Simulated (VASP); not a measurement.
# AlCo (R3m) in VASP: a series of runs, part 2 of 2

VASP 6.6.1. Earlier steps stand in the parts before.

### 3 Single point, PBE

File INCAR:

```
PREC = Accurate
ENCUT = 520
EDIFF = 1E-7
ISMEAR = 0
SIGMA = 0.15
LREAL = F
LASPH = T
NELM = 80
ALGO = Fast
ISIF = 2
LWAVE = F
LCHARG = F
GGA = PE
NBANDS = 13
```

File KPOINTS:

```
Automatic mesh
0
Gamma
  22 22 22
```

File POSCAR:

```
AlCo
1.0
    2.8519024094      0.0000000000      0.0000000000
    0.0000000000      2.8519024094      0.0000000000
    0.0000000000      0.0000000000      2.8519024094
Al Co
1 1
Direct
    0.0000000000      0.0000000000      0.0000000000
    0.4873472557      0.4873472557      0.4873472557
```

Potentials or basis: VASP PAW PBE potentials, release 64 (Al, Co).

The run is started by

```
$ cat potpaw_PBE.64/Al/POTCAR potpaw_PBE.64/Co/POTCAR > POTCAR
$ mpirun -np 1 vasp_std > vasp.out
```

OUTCAR:

```text
PREC = Accurate
   ENCUT = 520
   EDIFF = 1E-7
   ISMEAR = 0
   LREAL = F
   LASPH = T
   NELM = 80
   ISIF = 2
   GGA = PE

 ion  position               nearest neighbor table
   1  0.000  0.000  0.000-   2 2.41   2 2.45   2 2.45   2 2.45   2 2.49   2 2.49   2 2.49   2 2.53

   2  0.487  0.487  0.487-   1 2.41   1 2.45   1 2.45   1 2.45   1 2.49   1 2.49   1 2.49   1 2.53

  LATTYP: Found a simple cubic cell.
 ALAT       =     2.8519024094

  Lattice vectors:

 A1 = (   2.8519024094,   0.0000000000,   0.0000000000)
 A2 = (   0.0000000000,   2.8519024094,   0.0000000000)
 A3 = (   0.0000000000,   0.0000000000,   2.8519024094)

Analysis of symmetry for initial positions (statically):
=====================================================================
 Subroutine PRICEL returns:
 Original cell was already a primitive cell.

 Routine SETGRP: Setting up the symmetry group for a
 simple cubic supercell.

 Subroutine GETGRP returns: Found  6 space group operations
 (whereof  6 operations were pure point group operations)
 out of a pool of 48 trial point group operations.

The static configuration has the point symmetry C_3v.

Analysis of symmetry for dynamics (positions and initial velocities):
=====================================================================
 Subroutine PRICEL returns:
 Original cell was already a primitive cell.

 Routine SETGRP: Setting up the symmetry group for a
 simple cubic supercell.

 Subroutine GETGRP returns: Found  6 space group operations
 (whereof  6 operations were pure point group operations)
 out of a pool of 48 trial point group operations.

The dynamic configuration has the point symmetry C_3v.

 Subroutine INISYM returns: Found  6 space group operations
 (whereof  6 operations are pure point group operations),
 and found     1 'primitive' translations

----------------------------------------------------------------------------------------

                                     Primitive cell

  volume of cell :      23.1955

  direct lattice vectors                    reciprocal lattice vectors
     2.851902409  0.000000000  0.000000000     0.350643134  0.000000000  0.000000000
     0.000000000  2.851902409  0.000000000     0.000000000  0.350643134  0.000000000
     0.000000000  0.000000000  2.851902409     0.000000000  0.000000000  0.350643134

  length of vectors
     2.851902409  2.851902409  2.851902409     0.350643134  0.350643134  0.350643134

  position of ions in fractional coordinates (direct lattice)
     0.000000000  0.000000000  0.000000000
     0.487347256  0.487347256  0.487347256

  ion indices of the primitive-cell ions
   primitive index   ion index
                 1           1
                 2           2

----------------------------------------------------------------------------------------

 KPOINTS: Automatic mesh

Automatic generation of k-mesh.
 Grid dimensions read from file:
 generate k-points for:   22   22   22

 Generating k-lattice:

  Cartesian coordinates                     Fractional coordinates (reciprocal lattice)
     0.015938324  0.000000000  0.000000000     0.045454545  0.000000000  0.000000000
     0.000000000  0.015938324  0.000000000     0.000000000  0.045454545  0.000000000
     0.000000000  0.000000000  0.015938324     0.000000000  0.000000000  0.045454545

  Length of vectors
     0.015938324  0.015938324  0.015938324

  Shift w.r.t. Gamma in fractional coordinates (k-lattice)
     0.000000000  0.000000000  0.000000000

 Subroutine IBZKPT returns following result:
 ===========================================

 Found   1024 irreducible k-points:

 Following reciprocal coordinates:
            Coordinates               Weight
  0.000000  0.000000  0.000000      1.000000
  0.045455  0.000000  0.000000      6.000000
  0.090909  0.000000  0.000000      6.000000
  0.136364  0.000000  0.000000      6.000000
  0.181818  0.000000  0.000000      6.000000
  0.227273  0.000000  0.000000      6.000000
[... 16 lines left out ...]
  0.272727  0.045455  0.000000     12.000000
 -0.045455  0.272727  0.000000     12.000000
 [... further k-points ...]
   k-points           NKPTS =   1024   k-points in BZ     NKDIM =   1024   number of bands    NBANDS=     13
   number of dos      NEDOS =    301   number of ions     NIONS =      2
   total plane-waves  NPLWV =  13824
   dimension x,y,z NGX =    24 NGY =   24 NGZ =   24
   dimension x,y,z NGXF=    48 NGYF=   48 NGZF=   48
   ions per type =               1   1
   NGX,Y,Z   is equivalent  to a cutoff of  13.99, 13.99, 13.99 a.u.
   NGXF,Y,Z  is equivalent  to a cutoff of  27.98, 27.98, 27.98 a.u.
 SYSTEM =  unknown system
   PREC   = accura    normal or accurate (medium, high low for compatibility)
   ISTART =      0    job   : 0-new  1-cont  2-samecut
   ICHARG =      2    charge: 1-file 2-atom 10-const
   ISPIN  =      1    spin polarized calculation?
   LNONCOLLINEAR =      F non collinear calculations
   LSORBIT =      F    spin-orbit coupling
   LASPH  =      T    aspherical Exc in radial PAW
   ENCUT  =  520.0 eV  38.22 Ry    6.18 a.u.   5.30  5.30  5.30*2*pi/ulx,y,z
   NELM   =     80;   NELMIN=  2; NELMDL= -5     # of ELM steps
   EDIFF  = 0.1E-06   stopping-criterion for ELM
   LREAL  =      F    real-space projection
   EDIFFG = 0.1E-05   stopping-criterion for IOM
   NSW    =      0    number of steps for IOM
   IBRION =     -1    ionic relax: 0-MD 1-quasi-New 2-CG
   NFREE  =      0    steps in history (QN), initial steepest desc. (CG)
   ISIF   =      2    stress and relaxation
   ISYM   =      2    0-nonsym 1-usesym 2-fastsym
   POTIM  = 0.5000    time-step for ionic-motion
   TEBEG  =    0.0;   TEEND  =   0.0 temperature during run
   PSTRESS=    0.0 pullay stress
   NELECT =      12.0000    total number of electrons
   NUPDOWN=      -1.0000    fix difference up-down
   EMIN   =  10.00;   EMAX   =-10.00  energy-range for DOS
   EFERMI =   0.00;   METHOD = LEGACY
   ISMEAR =     0;   SIGMA  =   0.15  broadening in eV -4-tet -1-fermi 0-gaus
   EFERMI_NEDOS =   21; number of points for ismear=-14 and -15
   IALGO  =     68    algorithm
   IMIX   =      4    mixing-type and parameters
     AMIX     =   0.40;   BMIX     =  1.00
     AMIX_MAG =   1.60;   BMIX_MAG =  1.00
  volume/ion in A,a.u.               =      11.60        78.27
  Fermi-wavevector in a.u.,A,eV,Ry     =   1.314218  2.483511 23.499543  1.727168
  Thomas-Fermi vector in A             =   2.444486
   LORBIT       =      0    0 simple, 1 ext, 2 COOP (PROOUT), +10 PAW based schemes
   GGA     = PE    functional components
   LHFCALC =     F    Hartree Fock is set to
   AEXX    =    0.0000 exact exchange contribution
   IVDW    =     0    specifies the selected vdW correction
   LEPSILON=     F    determine dielectric tensor
   LRPA    =     F    only Hartree local field effects (RPA)
 non-spin polarized calculation
 RMM-DIIS sequential band-by-band and
 Gauss-broadening in eV      SIGMA  =   0.15
  energy-cutoff  :      520.00
  volume of cell :       23.20
 maximum number of plane-waves:       640
 NGX is ok and might be reduce to    24
   NGX = 11   NGY = 11   NGZ = 11

 number of electron      12.0000001 magnetization

 Free energy of the ion-electron system (eV)
  ---------------------------------------------------
  ext. energy  EPLUGINS =         0.00000000
  ---------------------------------------------------
  free energy    TOTEN  =       -11.97880693 eV

  energy without entropy =      -11.96936981  energy(sigma->0) =      -11.97408837

 E-fermi :  10.5341     XC(G=0): -12.2544

 val. band max:       10.5261919823   @ k =  -0.4091   0.4545   0.0909
 cond. band min:      10.5575809462   @ k =  -0.3636   0.5000   0.0909
 fundamental gap:      0.0313889639
 Fermi energy:        10.5341199902

 k-point     1 :       0.0000    0.0000    0.0000
  band No.  band energies     occupation
      1      -0.5123      2.00000
      2       7.5925      2.00000
      3       7.5925      2.00000
      4       9.6980      2.00000
      5       9.7048      2.00000
      6       9.7048      2.00000
      7      16.5006      0.00000
      8      16.5006      0.00000
      9      16.5134      0.00000
     10      19.2803      0.00000
     11      19.2803      0.00000
     12      25.6294      0.00000
     13      32.0876      0.00000
[... 353 lines left out ...]
 k-point    24 :      -0.0455    0.2727    0.0000
  band No.  band energies     occupation
      1       0.9051      2.00000
      2       6.9874      2.00000
      3       7.9159      2.00000
      4       9.1411      2.00000
      5       9.1707      2.00000
      6       9.7466      2.00000
      7      11.7791      0.00000
      8      17.6366      0.00000
      9      18.3186      0.00000
     10      19.5759      0.00000
     11      23.3836      0.00000
     12      25.7999      0.00000
     13      26.2772      0.00000

 [... further k-points ...]
[... 5 lines left out ...]
  --------------------------------------------------------------------------------------
  -------------------------------------------------------------------------------------
  Total        0.0346373      0.0346373      0.0346373      0.0321809      0.0321809      0.0321809
  in kB        2.3924958      2.3924958      2.3924958      2.2228242      2.2228242      2.2228242
  external PRESSURE =       2.3924958 kB  Pullay stress =       0.0000000 kB

 VOLUME and BASIS-vectors are now :
 -----------------------------------------------------------------------------
  energy-cutoff  :      520.00
  volume of cell :       23.20
      direct lattice vectors                 reciprocal lattice vectors
     2.851902409  0.000000000  0.000000000     0.350643134  0.000000000  0.000000000
     0.000000000  2.851902409  0.000000000     0.000000000  0.350643134  0.000000000
     0.000000000  0.000000000  2.851902409     0.000000000  0.000000000  0.350643134

 POSITION                                       TOTAL-FORCE (eV/Angst)
 -----------------------------------------------------------------------------------
      0.00000      0.00000      0.00000        -0.264590     -0.264590     -0.264590
      1.38987      1.38987      1.38987         0.264590      0.264590      0.264590
 -----------------------------------------------------------------------------------
    total drift:                               -0.000119     -0.000119     -0.000115

  FREE ENERGIE OF THE ION-ELECTRON SYSTEM (eV)
  ---------------------------------------------------
  free  energy   TOTEN  =       -11.9788069261 eV

  energy  without entropy=      -11.9693698065  energy(sigma->0) =      -11.97408837
```

stdout:

```text
POSCAR found type information on POSCAR AlCo
 POSCAR found :  2 types and       2 ions
 scaLAPACK will be used
 LDA part: xc-table for (Slater+PW92), standard interpolation
 POSCAR, INCAR and KPOINTS ok, starting setup
 FFT: planning ... GRIDC
 FFT: planning ... GRID_SOFT
 FFT: planning ... GRID
 WAVECAR not read
 entering main loop
WARNING in EDDRMM: call to ZHEGV failed, returncode =   8  4     13
WARNING in EDDRMM: call to ZHEGV failed, returncode =   8  4     13
WARNING in EDDRMM: call to ZHEGV failed, returncode =   8  4     12
WARNING in EDDRMM: call to ZHEGV failed, returncode =   8  4     13
WARNING in EDDRMM: call to ZHEGV failed, returncode =   8  4     12
WARNING in EDDRMM: call to ZHEGV failed, returncode =   8  4     13
WARNING in EDDRMM: call to ZHEGV failed, returncode =   8  4     13
```

Run time: 3.3 min. Hardware: 1 thread of Intel Xeon Platinum 8488C (Sapphire Rapids), shared host; peak memory 0.42 GiB.

What came out:

* Free energy: -11.9788 eV
* Pressure: 0.2 GPa
* Largest force: 0.458 eV/Å
* Band gap on the k mesh: zero (band 6 reaches 12.93 eV, above the bottom of band 7 at 10.30 eV)

Forces in eV/Å, atoms in the order of the input:
```
Al  -0.265 -0.265 -0.265
Co   0.265  0.265  0.265
```

Stress tensor (GPa, compression positive):
```
0.24 0.22 0.22
0.22 0.24 0.22
0.22 0.22 0.24
```

Caveat: the cell differs from its parent crystal (all Co atoms moved +0.062 Å, as atom 2 towards its neighbour atom 1 (Al) at 2.470 Å). Spin polarisation is off, so any magnetic state and its effect on volume and gap are missing.
